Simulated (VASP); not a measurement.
A run of VASP 6.6.1:

Contents of INCAR:

```
SYSTEM = CdS
PREC     = Accurate       ! precision mode
ENCUT    = 520            ! plane-wave cutoff, eV
EDIFF    = 1E-6           ! SCF threshold, eV
ISMEAR   = 0              ! smearing method
SIGMA    = 0.01           ! smearing width, eV
LREAL    = .False.        ! projectors in reciprocal space
LASPH    = .True.         ! aspherical terms in the spheres
NELM     = 100            ! most SCF steps
ALGO     = Normal         ! electronic algorithm
ISIF     = 2              ! what is computed and relaxed
LWAVE    = .False.        ! write WAVECAR
LCHARG   = .False.        ! write CHGCAR
NBANDS   = 26             ! bands
```

The input KPOINTS:

```
Automatic mesh
0
Gamma
  6 6 4
  0 0 0
```

The input POSCAR:

```
CdS
1.0
    4.1142437854      0.0000000000      0.0000000000
   -2.0571218927      3.5630396355      0.0000000000
    0.0000000000      0.0000000000      6.5727388463
Cd S
2 2
Direct
    0.3333333333      0.6666666667     -0.0028917199
    0.6666666667      0.3333333333      0.4971082801
    0.3333333333      0.6666666667      0.3778917199
    0.6666666667      0.3333333333      0.8778917199
```

Potentials or basis: VASP PAW LDA potentials, release 64 (Cd, S).

The run is started by

```sh
$ cat potpaw_LDA.64/Cd/POTCAR potpaw_LDA.64/S/POTCAR > POTCAR
$ mpirun -np 1 vasp_std > vasp.out
```

Hardware: 1 thread of Intel(R) Xeon(R) Platinum 8259CL CPU @ 2.50GHz (Skylake/Cascade Lake), on a shared host.

Task: How long does it take, and how much memory?

Result: It took 49 s on 1 thread of Intel(R) Xeon(R) Platinum 8259CL CPU @ 2.50GHz (Skylake/Cascade Lake), on a shared host, peak memory 0.2 GiB. Counts: scf iterations 12, k points 21.
